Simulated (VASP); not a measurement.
# ZrTl2 (P6/mmm) in VASP: density of states with PBEsol

Aim: the density of states of ZrTl2 with PBEsol.

Everything below comes from runs of VASP 6.6.1. Logs are shortened: lines on timing, memory, paths and dates and some standing lists are left out, and cuts for length are marked.

## (1) The cell of the first run

Symmetry: P6/mmm, No. 191, hexagonal system. Conventional cell: a = 5.127 Å, b = 5.127 Å, c = 3.091 Å, α = 90.00°, β = 90.00°, γ = 120.00°. Within 4.1 Å of Zr (site symmetry 6/mmm) lie 2 Zr at 3.09 Å and 12 Tl at 3.34 Å. Tl (site symmetry -6m2) has 5 Tl at 2.96 to 3.09 Å and 6 Zr at 3.34 Å within 3.9 Å.

## (2) Density of states, PBEsol

Contents of POSCAR:

```
ZrTl2
1.0
    5.1272923748      0.0000000000      0.0000000000
   -2.5636461874      4.4403654492      0.0000000000
    0.0000000000      0.0000000000      3.0910799452
Zr Tl
1 2
Direct
    0.0000000000      0.0000000000      0.0000000000
    0.3333333333      0.6666666667      0.5000000000
    0.6666666667      0.3333333333      0.5000000000
```

Contents of INCAR.step1:

```
SYSTEM = ZrTl2
PREC = Accurate
ENCUT = 520
EDIFF = 1E-6
ISMEAR = 0
SIGMA = 0.05
LREAL = .False.
LASPH = .True.
NELM = 60
ALGO = Fast
ISIF = 2
LWAVE = .False.
LCHARG = .True.
LMAXMIX = 4
GGA = PS
NBANDS = 26
```

Contents of KPOINTS.step1:

```
regular mesh
0
Gamma
  8 8 8
  0 0 0
```

Contents of INCAR.step2:

```
SYSTEM = ZrTl2
PREC = Accurate
ENCUT = 520
EDIFF = 1E-6
ISMEAR = -5
SIGMA = 0.05
LREAL = .False.
LASPH = .True.
NELM = 60
ALGO = Fast
ISIF = 2
LWAVE = .False.
LCHARG = .False.
LMAXMIX = 4
GGA = PS
LORBIT = 10
NEDOS = 1001
ICHARG = 11
```

Contents of KPOINTS.step2:

```
regular mesh
0
Gamma
  12 12 12
  0 0 0
```

Potentials or basis: VASP PAW PBE potentials, release 64 (Zr_sv, Tl_d).

On the command line:

```sh
$ cat potpaw_PBE.64/Zr_sv/POTCAR potpaw_PBE.64/Tl_d/POTCAR > POTCAR
$ cp INCAR.step1 INCAR
$ cp KPOINTS.step1 KPOINTS
$ mpirun -np 1 vasp_std > vasp.out
$ cp INCAR.step2 INCAR
$ cp KPOINTS.step2 KPOINTS
$ mpirun -np 1 vasp_std > vasp.out
```

OUTCAR:

```text
SYSTEM = ZrTl2
   PREC = Accurate
   ENCUT = 520
   EDIFF = 1E-6
   ISMEAR = -5
   LREAL = .False.
   LASPH = .True.
   NELM = 60
   ISIF = 2
   GGA = PS
   LORBIT = 10
   ICHARG = 11

 ion  position               nearest neighbor table
   1  0.000  0.000  0.000-   2 3.34   3 3.34   2 3.34   3 3.34   2 3.34   2 3.34   3 3.34   3 3.34
                             3 3.34   3 3.34   2 3.34   2 3.34
   2  0.333  0.667  0.500-   3 2.96   3 2.96   3 2.96   1 3.34   1 3.34   1 3.34   1 3.34   1 3.34
                             1 3.34
   3  0.667  0.333  0.500-   2 2.96   2 2.96   2 2.96   1 3.34   1 3.34   1 3.34   1 3.34   1 3.34
                             1 3.34

  LATTYP: Found a hexagonal cell.
 ALAT       =     5.1272923748
 C/A-ratio  =     0.6028678919

  Lattice vectors:

 A1 = (   5.1272923748,   0.0000000000,   0.0000000000)
 A2 = (  -2.5636461874,   4.4403654492,   0.0000000000)
 A3 = (   0.0000000000,   0.0000000000,   3.0910799452)

Analysis of symmetry for initial positions (statically):
=====================================================================
 Subroutine PRICEL returns:
 Original cell was already a primitive cell.

 Routine SETGRP: Setting up the symmetry group for a
 hexagonal supercell.

 Subroutine GETGRP returns: Found 24 space group operations
 (whereof 24 operations were pure point group operations)
 out of a pool of 24 trial point group operations.

The static configuration has the point symmetry D_6h.

Analysis of symmetry for dynamics (positions and initial velocities):
=====================================================================
 Subroutine PRICEL returns:
 Original cell was already a primitive cell.

 Routine SETGRP: Setting up the symmetry group for a
 hexagonal supercell.

 Subroutine GETGRP returns: Found 24 space group operations
 (whereof 24 operations were pure point group operations)
 out of a pool of 24 trial point group operations.

The dynamic configuration has the point symmetry D_6h.

 Subroutine INISYM returns: Found 24 space group operations
 (whereof 24 operations are pure point group operations),
 and found     1 'primitive' translations

----------------------------------------------------------------------------------------

                                     Primitive cell

  volume of cell :      70.3748

  direct lattice vectors                    reciprocal lattice vectors
     5.127292375  0.000000000  0.000000000     0.195034714  0.112603344  0.000000000
    -2.563646187  4.440365449  0.000000000     0.000000000  0.225206689  0.000000000
     0.000000000  0.000000000  3.091079945     0.000000000  0.000000000  0.323511529

  length of vectors
     5.127292375  5.127292375  3.091079945     0.225206689  0.225206689  0.323511529

  position of ions in fractional coordinates (direct lattice)
     0.000000000  0.000000000  0.000000000
     0.333333333  0.666666667  0.500000000
     0.666666667  0.333333333  0.500000000

  ion indices of the primitive-cell ions
   primitive index   ion index
                 1           1
                 2           2
                 3           3

----------------------------------------------------------------------------------------

 KPOINTS: regular mesh

Automatic generation of k-mesh.
 Grid dimensions read from file:
 generate k-points for:   12   12   12

 Generating k-lattice:

  Cartesian coordinates                     Fractional coordinates (reciprocal lattice)
     0.016252893  0.009383612  0.000000000     0.083333333  0.000000000  0.000000000
     0.000000000  0.018767224  0.000000000     0.000000000  0.083333333  0.000000000
     0.000000000  0.000000000  0.026959294     0.000000000  0.000000000  0.083333333

  Length of vectors
     0.018767224  0.018767224  0.026959294

  Shift w.r.t. Gamma in fractional coordinates (k-lattice)
     0.000000000  0.000000000  0.000000000

 TETIRR: Found   1758 inequivalent tetrahedra from    10368

 Subroutine IBZKPT returns following result:
 ===========================================

 Found    133 irreducible k-points:

 Following reciprocal coordinates:
            Coordinates               Weight
  0.000000  0.000000  0.000000      1.000000
  0.083333  0.000000  0.000000      6.000000
  0.166667  0.000000  0.000000      6.000000
  0.250000  0.000000  0.000000      6.000000
  0.333333  0.000000  0.000000      6.000000
  0.416667  0.000000  0.000000      6.000000
[... 16 lines left out ...]
  0.250000  0.000000  0.083333     12.000000
  0.333333  0.000000  0.083333     12.000000
 [... further k-points ...]
   k-points           NKPTS =    133   k-points in BZ     NKDIM =    133   number of bands    NBANDS=     23
   number of dos      NEDOS =   1001   number of ions     NIONS =      3
   total plane-waves  NPLWV =  38400
   dimension x,y,z NGX =    40 NGY =   40 NGZ =   24
   dimension x,y,z NGXF=    80 NGYF=   80 NGZF=   48
   ions per type =               1   2
   NGX,Y,Z   is equivalent  to a cutoff of  12.97, 12.97, 12.91 a.u.
   NGXF,Y,Z  is equivalent  to a cutoff of  25.94, 25.94, 25.82 a.u.
 SYSTEM =  ZrTl2
   PREC   = accura    normal or accurate (medium, high low for compatibility)
   ISTART =      0    job   : 0-new  1-cont  2-samecut
   ICHARG =     11    charge: 1-file 2-atom 10-const
   ISPIN  =      1    spin polarized calculation?
   LNONCOLLINEAR =      F non collinear calculations
   LSORBIT =      F    spin-orbit coupling
   LASPH  =      T    aspherical Exc in radial PAW
   ENCUT  =  520.0 eV  38.22 Ry    6.18 a.u.   9.53  9.53  5.75*2*pi/ulx,y,z
   NELM   =     60;   NELMIN=  2; NELMDL=  0     # of ELM steps
   EDIFF  = 0.1E-05   stopping-criterion for ELM
   LREAL  =      F    real-space projection
   EDIFFG = 0.1E-04   stopping-criterion for IOM
   NSW    =      0    number of steps for IOM
   IBRION =     -1    ionic relax: 0-MD 1-quasi-New 2-CG
   NFREE  =      0    steps in history (QN), initial steepest desc. (CG)
   ISIF   =      2    stress and relaxation
   ISYM   =      2    0-nonsym 1-usesym 2-fastsym
   POTIM  = 0.5000    time-step for ionic-motion
   TEBEG  =    0.0;   TEEND  =   0.0 temperature during run
   PSTRESS=    0.0 pullay stress
   NELECT =      38.0000    total number of electrons
   NUPDOWN=      -1.0000    fix difference up-down
   EMIN   =  10.00;   EMAX   =-10.00  energy-range for DOS
   EFERMI =   0.00;   METHOD = LEGACY
   ISMEAR =    -5;   SIGMA  =   0.05  broadening in eV -4-tet -1-fermi 0-gaus
   EFERMI_NEDOS =   21; number of points for ismear=-14 and -15
   IALGO  =     68    algorithm
   IMIX   =      4    mixing-type and parameters
     AMIX     =   0.40;   BMIX     =  1.00
     AMIX_MAG =   1.60;   BMIX_MAG =  1.00
  volume/ion in A,a.u.               =      23.46       158.30
  Fermi-wavevector in a.u.,A,eV,Ry     =   1.333103  2.519199 24.179776  1.777163
  Thomas-Fermi vector in A             =   2.461987
   LORBIT       =     10    0 simple, 1 ext, 2 COOP (PROOUT), +10 PAW based schemes
   GGA     = PS    functional components
   LHFCALC =     F    Hartree Fock is set to
   AEXX    =    0.0000 exact exchange contribution
   IVDW    =     0    specifies the selected vdW correction
   LEPSILON=     F    determine dielectric tensor
   LRPA    =     F    only Hartree local field effects (RPA)
 non-spin polarized calculation
 RMM-DIIS sequential band-by-band and
 Fermi weights with tetrahedron method with Bloechl corrections
  energy-cutoff  :      520.00
  volume of cell :       70.37
 maximum number of plane-waves:      1925
 NGX is ok and might be reduce to    40

 number of electron      37.9999998 magnetization

 Free energy of the ion-electron system (eV)
  ---------------------------------------------------
  ext. energy  EPLUGINS =         0.00000000
  ---------------------------------------------------
  free energy    TOTEN  =       -13.84171276 eV

  energy without entropy =      -13.84171276  energy(sigma->0) =      -13.84171276

 E-fermi :   8.8630     XC(G=0): -11.3259

 val. band max:        8.9307740274   @ k =   0.1667   0.1667   0.0833
 cond. band min:       8.7187565548   @ k =   0.2500   0.0000   0.5000
 fundamental gap:     -0.2120174726
 Fermi energy:         8.8629903607

 k-point     1 :       0.0000    0.0000    0.0000
  band No.  band energies     occupation
      1     -40.4998      2.00000
      2     -18.6656      2.00000
      3     -18.6656      2.00000
      4     -17.9584      2.00000
      5      -3.5502      2.00000
      6      -3.1329      2.00000
[... 15 lines left out ...]
     22      11.6544      0.00000
     23      11.6544      0.00000

 k-point     2 :       0.0833    0.0000    0.0000
  band No.  band energies     occupation
      1     -40.4998      2.00000
      2     -18.6661      2.00000
      3     -18.6657      2.00000
      4     -17.9584      2.00000
      5      -3.5451      2.00000
      6      -3.1477      2.00000
[... 15 lines left out ...]
     22      11.6178      0.00000
     23      11.6562      0.00000

 k-point     3 :       0.1667    0.0000    0.0000
  band No.  band energies     occupation
      1     -40.4998      2.00000
      2     -18.6674      2.00000
      3     -18.6658      2.00000
      4     -17.9584      2.00000
      5      -3.5308      2.00000
      6      -3.1921      2.00000
[... 15 lines left out ...]
     22      11.5291      0.00000
     23      11.6609      0.00000
[... 495 lines left out ...]
 k-point    23 :       0.2500    0.0000    0.0833
  band No.  band energies     occupation
      1     -40.4952      2.00000
      2     -18.6637      2.00000
      3     -18.6606      2.00000
      4     -18.0064      2.00000
      5      -3.4565      2.00000
      6      -3.2224      2.00000
[... 15 lines left out ...]
     22      11.2643      0.00000
     23      11.6473      0.00000

 k-point    24 :       0.3333    0.0000    0.0833
  band No.  band energies     occupation
      1     -40.4952      2.00000
      2     -18.6654      2.00000
      3     -18.6608      2.00000
      4     -18.0064      2.00000
      5      -3.4346      2.00000
      6      -3.2939      2.00000
[... 15 lines left out ...]
     22      11.1177      0.00000
     23      11.5892      0.00000

 [... further k-points ...]
[... 5 lines left out ...]
  --------------------------------------------------------------------------------------
  -------------------------------------------------------------------------------------
  Total       -0.4313571     -0.4313571      0.0967619      0.0000000      0.0000000      0.0000000
  in kB       -9.8204291     -9.8204291      2.2029163      0.0000000      0.0000000      0.0000000
  external PRESSURE =      -5.8126473 kB  Pullay stress =       0.0000000 kB

 VOLUME and BASIS-vectors are now :
 -----------------------------------------------------------------------------
  energy-cutoff  :      520.00
  volume of cell :       70.37
      direct lattice vectors                 reciprocal lattice vectors
     5.127292375  0.000000000  0.000000000     0.195034714  0.112603344  0.000000000
    -2.563646187  4.440365449  0.000000000     0.000000000  0.225206689  0.000000000
     0.000000000  0.000000000  3.091079945     0.000000000  0.000000000  0.323511529

 POSITION                                       TOTAL-FORCE (eV/Angst)
 -----------------------------------------------------------------------------------
      0.00000      0.00000      0.00000        -0.000000      0.000000      0.000000
     -0.00000      2.96024      1.54554        -0.000000      0.000000      0.000000
      2.56365      1.48012      1.54554         0.000000     -0.000000      0.000000
 -----------------------------------------------------------------------------------
    total drift:                                0.000000     -0.000000      0.000000

  FREE ENERGIE OF THE ION-ELECTRON SYSTEM (eV)
  ---------------------------------------------------
  free  energy   TOTEN  =       -13.8417127566 eV

  energy  without entropy=      -13.8417127566  energy(sigma->0) =      -13.84171276

 total charge

# of ion       s       p       d       tot
------------------------------------------
    1        2.161   5.934   1.617   9.712
    2        1.052   0.672   9.634  11.358
    3        1.052   0.672   9.634  11.358
--------------------------------------------------
tot          4.264   7.277  20.886  32.427
```

Run time: 6.5 min. Hardware: 1 thread of Oxide Virtual Turin-like, shared host; peak memory 0.31 GiB.

Results:

```yaml
Valence_electrons_inside_the_program's_atomic_spheres: Zr 9.71; Tl 11.36
```

Caveat: the PAW data sets were made with another functional, which shifts forces and pressure a little; spin-orbit coupling is left out, which moves the levels of the heavy elements; tetrahedron occupations give inexact forces and stress in metals.
